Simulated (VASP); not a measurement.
Set up this calculation in VASP 6.6.1, as the native input.

```
Task                   : single point
Functional             : r2SCAN
Potentials or basis    : VASP PAW PBE potentials, release 64 (K_sv, Cl)
Cutoff                 : 520 eV
k mesh                 : 7 × 7 × 7
Occupations            : fermi-dirac, width 0.05 eV
Spin                   : no spin polarisation
Dipole correction      : no
Further INCAR settings : ALGO = Normal; EDIFF = 1e-07; NBANDS = 15
```

The system is KCl.

```
CELL_PARAMETERS angstrom
3.86462 0.00000 0.00000
0.00000 3.86462 0.00000
0.00000 0.00000 3.86462
ATOMIC_POSITIONS crystal
K 0.00000 0.00000 0.00000
Cl 0.50000 0.50000 0.50000
```

One way to write it, as run:

POSCAR

```
KCl
1.0
    3.8646218801      0.0000000000      0.0000000000
    0.0000000000      3.8646218801      0.0000000000
    0.0000000000      0.0000000000      3.8646218801
K Cl
1 1
Direct
    0.0000000000      0.0000000000      0.0000000000
    0.5000000000      0.5000000000      0.5000000000
```

INCAR.step1

```
ALGO = Normal
EDIFF = 1E-4
ENCUT = 520
GGA = PE
ISMEAR = -1
LASPH = T
LCHARG = F
LREAL = F
LWAVE = T
NBANDS = 15
NELM = 80
PREC = Accurate
SIGMA = 0.05
```

INCAR.step2

```
ALGO = Normal
EDIFF = 1E-7
ENCUT = 520
ISIF = 2
ISMEAR = -1
ISTART = 1
LASPH = T
LCHARG = F
LMIXTAU = T
LREAL = F
LWAVE = F
METAGGA = R2SCAN
NBANDS = 15
NELM = 80
PREC = Accurate
SIGMA = 0.05
```

KPOINTS

```
k-points
0
Gamma
  7 7 7
```

Potentials or basis: VASP PAW PBE potentials, release 64 (K_sv, Cl).

Launch:

```console
$ cat potpaw_PBE.64/K_sv/POTCAR potpaw_PBE.64/Cl/POTCAR > POTCAR
$ cp INCAR.step1 INCAR
$ mpirun -np 1 vasp_std > vasp.out
$ cp INCAR.step2 INCAR
$ mpirun -np 1 vasp_std > vasp.out
```

Results of the run:

```
Pressure               : -1.4 GPa
Band gap on the k mesh : 5.49 eV, indirect (least direct gap 5.67 eV)
```

Caveat: the PAW data sets were made with another functional, which shifts forces and pressure a little.

Wall time 62 s on 1 thread of Intel(R) Xeon(R) Platinum 8488C (Sapphire Rapids), with other jobs on the host, peak memory 0.17 GiB.
